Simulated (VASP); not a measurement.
Set up this calculation in VASP 6.6.1, as the native input.

```
Task                   : electric field gradients
Functional             : PBE
Potentials or basis    : VASP PAW PBE potentials, release 64 (Ru_pv)
Cutoff                 : 520 eV
k mesh                 : 14 × 14 × 8
Occupations            : fermi-dirac, width 0.03 eV
Spin                   : no spin polarisation
Dipole correction      : no
Further INCAR settings : ALGO = Normal; EDIFF = 1e-08; NBANDS = 21
```

The structure of Ru lies in POSCAR:

```
Ru
1.0
    2.7057993342     -0.0202934950      0.0000000000
   -1.3704743493      2.3534377085      0.0000000000
    0.0000000000      0.0000000000      4.2819000000
Ru
2
Direct
    0.3333333333      0.6666666667      0.2500000000
    0.6666666667      0.3333333333      0.7500000000
```

This cell differs from its parent crystal: xy shear strain of -1.5 %.

One way to write it, as run:

INCAR

```
SYSTEM = Ru
ALGO     = Normal         ! electronic algorithm
EDIFF    = 1E-8           ! SCF threshold, eV
ENCUT    = 520            ! plane-wave cutoff, eV
GGA      = PE             ! functional
ISIF     = 2              ! what is computed and relaxed
ISMEAR   = -1             ! smearing method
LASPH    = .True.         ! aspherical terms in the spheres
LCHARG   = .False.        ! write CHGCAR
LEFG     = .True.       
LREAL    = .False.        ! projectors in reciprocal space
LWAVE    = .False.        ! write WAVECAR
NBANDS   = 21             ! bands
NELM     = 100            ! most SCF steps
PREC     = Accurate       ! precision mode
SIGMA    = 0.03           ! smearing width, eV
```

KPOINTS

```
k-points
0
Gamma
  14 14 8
  0 0 0
```

Potentials or basis: VASP PAW PBE potentials, release 64 (Ru_pv).

Run with:

```console
$ cat potpaw_PBE.64/Ru_pv/POTCAR > POTCAR
$ mpirun -np 1 vasp_std > vasp.out
```

Results of the run:

The pressure is 4.5 GPa, the largest force is 0.068 eV/Å and the band gap on the k mesh is zero (bands 14 and 15 overlap by 3.19 eV). The largest electric field gradient by atom is Ru -13.0 V/Å².

Caveat: the cell differs from its parent crystal (xy shear strain of -1.5 %); the cell stands under pressure; without QUAD_EFG the Cq values of the log hold for a quadrupole moment of 1 mb, not for the nuclei.

It took 89 s on 1 thread of Intel(R) Xeon(R) 6975P-C (Granite Rapids), with other jobs on the host, peak memory 0.32 GiB.
